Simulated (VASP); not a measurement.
# Ti in VASP: a series of runs, part 2 of 2

VASP 6.6.1. Earlier steps stand in the parts before.

## (4) Single point, PBEsol

The input, INCAR:

```
SYSTEM = Ti
PREC = Accurate ; ENCUT = 520
EDIFF = 1E-6 ; ISMEAR = -1
SIGMA = 0.05 ; LREAL = .FALSE.
LASPH = .TRUE. ; NELM = 80
ALGO = Fast ; ISIF = 2
LWAVE = .FALSE. ; LCHARG = .TRUE.
GGA = PS ; LELF = .TRUE.
LVHAR = .TRUE. ; NBANDS = 25
```

The input, KPOINTS:

```
regular mesh
0
G
  6 6 8
  0 0 0
```

The input, POSCAR:

```
Ti
1.0
    4.5673748306     -0.0456737483      0.0000000000
   -2.3232420416      3.9782995061      0.0000000000
    0.0000000000      0.0000000000      2.8262442700
Ti
3
Direct
    0.6669388828      0.3334069153      0.5000000000
    0.3330611172      0.6665930847      0.5000000000
    0.0000000000      0.0000000000      0.0000000000
```

Potentials or basis: VASP PAW PBE potentials, release 64 (Ti_sv).

On the command line:

```console
$ cat potpaw_PBE.64/Ti_sv/POTCAR > POTCAR
$ mpirun -np 1 vasp_std > vasp.out
```

OUTCAR:

```text
SYSTEM = Ti
   PREC = Accurate
   ENCUT = 520
   EDIFF = 1E-6
   ISMEAR = -1
   LREAL = .FALSE.
   LASPH = .TRUE.
   NELM = 80
   ISIF = 2
   GGA = PS

 ion  position               nearest neighbor table
   1  0.667  0.333  0.500-   2 2.61   2 2.64   2 2.66
   2  0.333  0.667  0.500-   1 2.61   1 2.64   1 2.66
   3  0.000  0.000  0.000-

  LATTYP: Found a simple monoclinic cell.
 ALAT       =     4.5278777949
 B/A-ratio  =     0.6241874004
 C/A-ratio  =     1.0087735139
 COS(beta)  =    -0.4869160342

  Lattice vectors:

 A1 = (   2.2441327890,   3.9326257578,   0.0000000000)
 A2 = (   0.0000000000,   0.0000000000,  -2.8262442700)
 A3 = (  -4.5673748306,   0.0456737483,   0.0000000000)

Analysis of symmetry for initial positions (statically):
=====================================================================
 Subroutine PRICEL returns:
 Original cell was already a primitive cell.

 Routine SETGRP: Setting up the symmetry group for a
 simple monoclinic supercell.

 Subroutine GETGRP returns: Found  4 space group operations
 (whereof  4 operations were pure point group operations)
[... 164 lines left out ...]

  energy without entropy =      -25.01238833  energy(sigma->0) =      -25.02536899

 E-fermi :   8.3081     XC(G=0): -11.7331

 val. band max:        8.2895945409   @ k =   0.5000   0.1667   0.0000
 cond. band min:       8.3086057290   @ k =   0.3333   0.3333   0.2500
 fundamental gap:      0.0190111881
 Fermi energy:         8.3081171961

 k-point     1 :       0.0000    0.0000    0.0000
  band No.  band energies     occupation
      1     -48.3338      2.00000
      2     -48.0785      2.00000
      3     -47.9087      2.00000
      4     -24.7520      2.00000
      5     -24.7470      2.00000
      6     -24.6661      2.00000
[... 661 lines left out ...]
     24      10.3183      0.00000
     25      11.1297      0.00000

 [... further k-points ...]

------------------------ aborting loop because EDIFF is reached ----------------------------------------

  FORCE on cell =-STRESS in cart. coord.  units (eV):
  Direction    XX          YY          ZZ          XY          YZ          ZX
  --------------------------------------------------------------------------------------
  -------------------------------------------------------------------------------------
  Total       -1.2081050     -1.2285586     -1.2074917      0.3302376      0.0000000      0.0000000
  in kB      -37.9127294    -38.5546049    -37.8934828     10.3635102      0.0000000      0.0000000
  external PRESSURE =     -38.1202724 kB  Pullay stress =       0.0000000 kB

 VOLUME and BASIS-vectors are now :
 -----------------------------------------------------------------------------
  energy-cutoff  :      520.00
  volume of cell :       51.05
      direct lattice vectors                 reciprocal lattice vectors
     4.567374831 -0.045673748  0.000000000     0.220230248  0.128609766  0.000000000
    -2.323242042  3.978299506  0.000000000     0.002528402  0.252840212  0.000000000
     0.000000000  0.000000000  2.826244270     0.000000000  0.000000000  0.353826458

 POSITION                                       TOTAL-FORCE (eV/Angst)
 -----------------------------------------------------------------------------------
      2.27157      1.29593      1.41312         0.004349      0.001577     -0.000000
     -0.02744      2.63669      1.41312        -0.004349     -0.001577      0.000000
      0.00000      0.00000      0.00000         0.000000      0.000000      0.000000
 -----------------------------------------------------------------------------------
    total drift:                               -0.000000      0.000000      0.000000

  FREE ENERGIE OF THE ION-ELECTRON SYSTEM (eV)
  ---------------------------------------------------
  free  energy   TOTEN  =       -25.0383496593 eV

  energy  without entropy=      -25.0123883277  energy(sigma->0) =      -25.02536899
```

stdout:

```text
POSCAR found type information on POSCAR Ti
 POSCAR found :  1 types and       3 ions
 scaLAPACK will be used
 -----------------------------------------------------------------------------
|                                                                             |
|                                                                             |
|     You enforced a specific xc type in the INCAR file but a different       |
[... 19 lines left out ...]
WARNING in EDDRMM: call to ZHEGV failed, returncode =   8  4     18
WARNING in EDDRMM: call to ZHEGV failed, returncode =   6  3     25
WARNING in EDDRMM: call to ZHEGV failed, returncode =   8  4     24
WARNING in EDDRMM: call to ZHEGV failed, returncode =   8  4     24
WARNING in EDDRMM: call to ZHEGV failed, returncode =   8  4      6
WARNING in EDDRMM: call to ZHEGV failed, returncode =   8  4     14
WARNING in EDDRMM: call to ZHEGV failed, returncode =   8  4     24
```

Wall time 3.2 min (1 thread of Intel Xeon 6975P-C (Granite Rapids), shared host); peak memory 0.23 GiB.

What came out:

- Free energy: -25.0383 eV
- Pressure: -3.8 GPa
- Largest force: 0.005 eV/Å
- Band gap on the k mesh: zero (bands 18 and 19 overlap by 0.21 eV)

Forces in eV/Å, atoms in the order of the input:
```
Ti   0.004  0.002  0.000
Ti  -0.004 -0.002  0.000
Ti   0.000  0.000  0.000
```

Levels at points of the mesh, in eV from the Fermi level:
```csv
k point,band 16,band 17,band 18,band 19,band 20,band 21
"(0.00, 0.00, 0.00)",-0.70,-0.63,-0.51,-0.03,0.68,1.17
"(0.50, 0.00, 0.00)",-0.40,-0.36,-0.33,0.07,0.50,1.02
"(0.00, 0.50, 0.00)",-0.42,-0.40,-0.36,0.05,0.54,1.03
"(0.50, 0.50, 0.00)",-0.44,-0.43,-0.38,0.05,0.57,1.03
"(0.00, 0.00, 0.50)",-1.73,-1.65,-1.60,1.03,1.08,1.19
"(0.50, 0.00, 0.50)",-1.14,-0.65,-0.64,0.41,0.79,0.98
"(0.00, 0.50, 0.50)",-1.17,-0.68,-0.64,0.35,0.82,0.94
"(0.50, 0.50, 0.50)",-1.20,-0.70,-0.64,0.30,0.85,0.90
```

Caveat: the cell stands under tension; the PAW data sets were made with another functional, which shifts forces and pressure a little.

## (5) Overview

```csv
task,cell,k mesh,cutoff (eV),gap on the mesh (eV),pressure (GPa)
relaxation of cell and atoms,"relaxed to 20 GPa from a = 4.567, b = 4.567, c = 2.826 Å, angles 90.0, 90.0, 120.0°, 3 atoms, atomic positions A",7 × 7 × 9,600,none,20.0
relaxation of cell and atoms,"relaxed to 30 GPa from a = 4.567, b = 4.567, c = 2.826 Å, angles 90.0, 90.0, 120.0°, 3 atoms, atomic positions A",7 × 7 × 9,600,none,30.0
single point,"a = 4.568, b = 4.607, c = 2.826 Å, angles 90.0, 90.0, 120.9°, 3 atoms, atomic positions B",6 × 6 × 8,520,none,-3.8
```

Alike in all rows: level PBEsol; potentials or basis VASP PAW PBE potentials, release 64 (Ti_sv); no spin polarisation; smearing fermi-dirac 0.05 eV.

Caveats: the PAW data sets were made with another functional, which shifts forces and pressure a little; the cell is relaxed towards a set pressure, so the run minimises the enthalpy, not the energy (at least some runs); the cell stands under tension (at least some runs).

Absolute energies hang on the potentials; compare differences alone.

The gap in the log of VASP goes by the Fermi energy; the results here count the filled bands.